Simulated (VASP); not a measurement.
# TiB2 (P6/mmm) in VASP: a series of runs

The runs below take TiB2 through relaxation of cell and atoms, with PBEsol.

All numbers are computed with VASP 6.6.1; they aren't measurements. Logs are shortened: lines on timing, memory, paths and dates and some standing lists are left out, and cuts for length are marked.

**1. The cell of the first run**

The structure is hexagonal, space group P6/mmm (No. 191). Conventional cell: a = 3.029 Å, b = 3.029 Å, c = 3.228 Å, α = 90.00°, β = 90.00°, γ = 120.00°. Within 3.1 Å of Ti (site symmetry 6/mmm) lie 12 B at 2.38 Å and 6 Ti at 3.03 Å. Within 2.3 Å of B (site symmetry -6m2) lie 3 B at 1.75 Å.

**2. Relaxation of cell and atoms, PBEsol, target pressure 5 GPa, at which the enthalpy is minimised**

INCAR reads:

```
SYSTEM = TiB2
PREC     = Accurate       ! precision mode
ENCUT    = 600            ! plane-wave cutoff, eV
EDIFF    = 1E-7           ! SCF threshold, eV
ISMEAR   = -1             ! smearing method
SIGMA    = 0.05           ! smearing width, eV
LREAL    = .FALSE.        ! projectors in reciprocal space
LASPH    = .TRUE.         ! aspherical terms in the spheres
NELM     = 100            ! most SCF steps
ALGO     = Normal         ! electronic algorithm
ISIF     = 3              ! what is computed and relaxed
LWAVE    = .FALSE.        ! write WAVECAR
LCHARG   = .FALSE.        ! write CHGCAR
GGA      = PS             ! functional
IBRION   = 2              ! ionic algorithm
NSW      = 80             ! ionic steps
EDIFFG   = -0.02          ! ionic threshold
PSTRESS  = 50.0
```

KPOINTS reads:

```
Automatic mesh
0
G
  10 10 8
  0 0 0
```

POSCAR reads:

```
TiB2
1.0
    3.0292000000      0.0000000000      0.0000000000
   -1.5146000000      2.6233641531      0.0000000000
    0.0000000000      0.0000000000      3.2284000000
Ti B
1 2
Direct
    0.0000000000      0.0000000000      0.0000000000
    0.6666666667      0.3333333333      0.5000000000
    0.3333333333      0.6666666667      0.5000000000
```

Potentials or basis: VASP PAW PBE potentials, release 64 (Ti_sv, B).

Launch:

```bash
> cat potpaw_PBE.64/Ti_sv/POTCAR potpaw_PBE.64/B/POTCAR > POTCAR
> mpirun -np 1 vasp_std > vasp.out
```

OUTCAR:

```text
SYSTEM = TiB2
   PREC = Accurate
   ENCUT = 600
   EDIFF = 1E-7
   ISMEAR = -1
   LREAL = .FALSE.
   LASPH = .TRUE.
   NELM = 100
   ISIF = 3
   GGA = PS
   IBRION = 2
   NSW = 80
   EDIFFG = -0.02
   PSTRESS = 50.0

 ion  position               nearest neighbor table
   1  0.000  0.000  0.000-   2 2.38   3 2.38   2 2.38   3 2.38   3 2.38   3 2.38   2 2.38   2 2.38
                             2 2.38   2 2.38   3 2.38   3 2.38
   2  0.667  0.333  0.500-   3 1.75   3 1.75   3 1.75   1 2.38   1 2.38   1 2.38   1 2.38   1 2.38
                             1 2.38
   3  0.333  0.667  0.500-   2 1.75   2 1.75   2 1.75   1 2.38   1 2.38   1 2.38   1 2.38   1 2.38
                             1 2.38

  LATTYP: Found a hexagonal cell.
 ALAT       =     3.0292000000
 C/A-ratio  =     1.0657599366

  Lattice vectors:

 A1 = (   3.0292000000,   0.0000000000,   0.0000000000)
 A2 = (  -1.5146000000,   2.6233641531,   0.0000000000)
 A3 = (   0.0000000000,   0.0000000000,   3.2284000000)

Analysis of symmetry for initial positions (statically):
=====================================================================
 Subroutine PRICEL returns:
 Original cell was already a primitive cell.

 Routine SETGRP: Setting up the symmetry group for a
 hexagonal supercell.

 Subroutine GETGRP returns: Found 24 space group operations
 (whereof 24 operations were pure point group operations)
 out of a pool of 24 trial point group operations.

The static configuration has the point symmetry D_6h.

Analysis of symmetry for dynamics (positions and initial velocities):
=====================================================================
 Subroutine PRICEL returns:
 Original cell was already a primitive cell.

 Routine SETGRP: Setting up the symmetry group for a
 hexagonal supercell.

 Subroutine GETGRP returns: Found 24 space group operations
 (whereof 24 operations were pure point group operations)
 out of a pool of 24 trial point group operations.

The dynamic configuration has the point symmetry D_6h.

 Subroutine INISYM returns: Found 24 space group operations
 (whereof 24 operations are pure point group operations),
 and found     1 'primitive' translations

----------------------------------------------------------------------------------------

                                     Primitive cell

  volume of cell :      25.6551

  direct lattice vectors                    reciprocal lattice vectors
     3.029200000  0.000000000  0.000000000     0.330120164  0.190594965  0.000000000
    -1.514600000  2.623364153  0.000000000     0.000000000  0.381189931  0.000000000
     0.000000000  0.000000000  3.228400000     0.000000000  0.000000000  0.309750960

  length of vectors
     3.029200000  3.029200000  3.228400000     0.381189931  0.381189931  0.309750960

  position of ions in fractional coordinates (direct lattice)
     0.000000000  0.000000000  0.000000000
     0.666666667  0.333333333  0.500000000
     0.333333333  0.666666667  0.500000000

  ion indices of the primitive-cell ions
   primitive index   ion index
                 1           1
                 2           2
                 3           3

----------------------------------------------------------------------------------------

 KPOINTS: Automatic mesh

Automatic generation of k-mesh.
 Grid dimensions read from file:
 generate k-points for:   10   10    8

 Generating k-lattice:

  Cartesian coordinates                     Fractional coordinates (reciprocal lattice)
     0.033012016  0.019059497  0.000000000     0.100000000  0.000000000  0.000000000
     0.000000000  0.038118993  0.000000000     0.000000000  0.100000000  0.000000000
     0.000000000  0.000000000  0.038718870     0.000000000  0.000000000  0.125000000

  Length of vectors
     0.038118993  0.038118993  0.038718870

  Shift w.r.t. Gamma in fractional coordinates (k-lattice)
     0.000000000  0.000000000  0.000000000

 Subroutine IBZKPT returns following result:
 ===========================================

 Found     70 irreducible k-points:

[... 41 lines left out ...]
  volume of cell :       25.66
 maximum number of plane-waves:       878
   NGX = 13   NGY = 13   NGZ = 13

--------------------------------------- Ionic step        1  -------------------------------------------

 number of electron      18.0000002 magnetization

 Free energy of the ion-electron system (eV)
  ---------------------------------------------------
  ext. energy  EPLUGINS =         0.00000000
  ---------------------------------------------------
  free energy    TOTEN  =       -25.78023972 eV

  energy without entropy =      -25.77392801  energy(sigma->0) =      -25.77708387

 E-fermi :   9.8380     XC(G=0): -12.8717

 val. band max:        9.8118370314   @ k =   0.2000   0.2000   0.1250
 cond. band min:       9.8395940633   @ k =   0.3000   0.2000   0.0000
 fundamental gap:      0.0277570319
 Fermi energy:         9.8380426595

 k-point     1 :       0.0000    0.0000    0.0000
  band No.  band energies     occupation
      1     -46.7960      2.00000
      2     -23.2503      2.00000
      3     -22.9381      2.00000
      4     -22.9381      2.00000
      5      -3.5603      2.00000
      6       7.3134      2.00000
      7       7.3134      2.00000
      8       7.6024      2.00000
      9       7.7577      2.00000
     10      11.8002      0.00000
     11      11.8002      0.00000
     12      13.5853      0.00000
     13      13.5853      0.00000

 k-point     2 :       0.1000   -0.0000    0.0000
  band No.  band energies     occupation
      1     -46.7907      2.00000
      2     -23.2435      2.00000
      3     -22.9786      2.00000
      4     -22.9473      2.00000
      5      -3.3680      2.00000
      6       6.7724      2.00000
      7       7.2799      2.00000
      8       7.4509      2.00000
      9       7.8549      2.00000
     10      11.7434      0.00000
     11      12.1264      0.00000
[... 501 lines left out ...]
  FREE ENERGIE OF THE ION-ELECTRON SYSTEM (eV)
  ---------------------------------------------------
  free  energy   TOTEN  =       -25.7803288257 eV

  energy  without entropy=      -25.7739616455  energy(sigma->0) =      -25.77714524

  enthalpy is  TOTEN    =       -25.0096472300 eV   P V=        0.7706815957

--------------------------------------- Ionic step        5  -------------------------------------------

 number of electron      18.0000004 magnetization

 Free energy of the ion-electron system (eV)
  ---------------------------------------------------
  ext. energy  EPLUGINS =         0.00000000
  ---------------------------------------------------
  free energy    TOTEN  =       -25.78121917 eV

  energy without entropy =      -25.77442690  energy(sigma->0) =      -25.77782303

 E-fermi :  10.2544     XC(G=0): -13.0610

 val. band max:       10.2499652604   @ k =   0.3000   0.2000   0.0000
 cond. band min:      10.2785844556   @ k =   0.4000   0.2000   0.0000
 fundamental gap:      0.0286191953
 Fermi energy:        10.2544317036

 k-point     1 :       0.0000    0.0000    0.0000
  band No.  band energies     occupation
      1     -46.2573      2.00000
      2     -22.7124      2.00000
      3     -22.3918      2.00000
      4     -22.3918      2.00000
      5      -3.3282      2.00000
      6       7.5861      2.00000
      7       7.5861      2.00000
      8       8.1176      2.00000
      9       8.1433      2.00000
     10      12.3505      0.00000
     11      12.3505      0.00000
     12      14.2668      0.00000
     13      14.2668      0.00000

 k-point     2 :       0.1000   -0.0000    0.0000
  band No.  band energies     occupation
      1     -46.2513      2.00000
      2     -22.7049      2.00000
      3     -22.4373      2.00000
      4     -22.4020      2.00000
      5      -3.1309      2.00000
      6       7.0482      2.00000
      7       7.5607      2.00000
      8       7.9679      2.00000
      9       8.2122      2.00000
     10      12.2911      0.00000
     11      12.7036      0.00000
[... 376 lines left out ...]
 POSITION                                       TOTAL-FORCE (eV/Angst)
 -----------------------------------------------------------------------------------
      0.00000      0.00000     -0.00000        -0.000000      0.000000     -0.000000
      1.50051      0.86632      1.58240         0.000000      0.000000     -0.000000
     -0.00000      1.73264      1.58240        -0.000000     -0.000000      0.000000
 -----------------------------------------------------------------------------------
    total drift:                               -0.000000      0.000000     -0.000000

  FREE ENERGIE OF THE ION-ELECTRON SYSTEM (eV)
  ---------------------------------------------------
  free  energy   TOTEN  =       -25.7812191709 eV

  energy  without entropy=      -25.7744268988  energy(sigma->0) =      -25.77782303

  enthalpy is  TOTEN    =       -25.0108959117 eV   P V=        0.7703232592

 reached required accuracy - stopping structural energy minimisation
```

Run time: 65 s. Hardware: 1 thread of Intel Xeon 6975P-C, shared host; peak memory 0.17 GiB.

Results:

* Free energy: -25.7812 eV
* Relaxed volume: 8.23 Å³/atom
* Relaxed cell: a = 3.001 Å, b = 3.001 Å, c = 3.165 Å, α = 90.00°, β = 90.00°, γ = 120.00°
* Space group after relaxing (to 0.05 Å): P6/mmm (No. 191)
* Energy change on relaxing (the enthalpy is what falls): -0.3 meV/atom
* Ionic steps: 5
* Pressure after relaxing: 5.2 GPa
* Band gap on the k mesh: zero (band 9 reaches 10.82 eV, above the bottom of band 10 at 10.07 eV)

Step by step:
```
step  energy change (eV)  largest force (eV/Å)  pressure (GPa)  volume (Å³)
   1              0.0000                0.0000           -4.73        25.66
   2              0.0616                0.0000           16.90        23.78
   3             -0.0007                0.0000            5.12        24.71
   4             -0.0001                0.0000            5.32        24.70
   5             -0.0010                0.0000            5.18        24.68
```

Final structure:
```
Ti B
1.0
     3.00101    0.00000    0.00000
    -1.50051    2.59895    0.00000
     0.00000    0.00000    3.16480
Ti B
1 2
Direct
  0.00000 0.00000 0.00000
  0.66667 0.33333 0.50000
  0.33333 0.66667 0.50000
```

Levels at points of the mesh, in eV from the Fermi level:
```csv
k point,band 7,band 8,band 9,band 10,band 11,band 12
"(0.00, 0.00, 0.00)",-2.67,-2.14,-2.11,2.10,2.10,4.01
"(0.50, 0.00, 0.00)",-3.24,-3.18,-2.32,1.51,2.95,3.48
"(0.00, 0.00, 0.50)",-0.48,-0.48,-0.18,-0.18,0.53,0.53
"(0.50, 0.00, 0.50)",-4.74,-3.90,-3.08,2.79,3.16,4.94
```

Caveat: the cell is relaxed towards a set pressure, so the enthalpy falls and the energy may rise; the PAW data sets were made with another functional, which shifts forces and pressure a little.

[end of part 1 of 2]
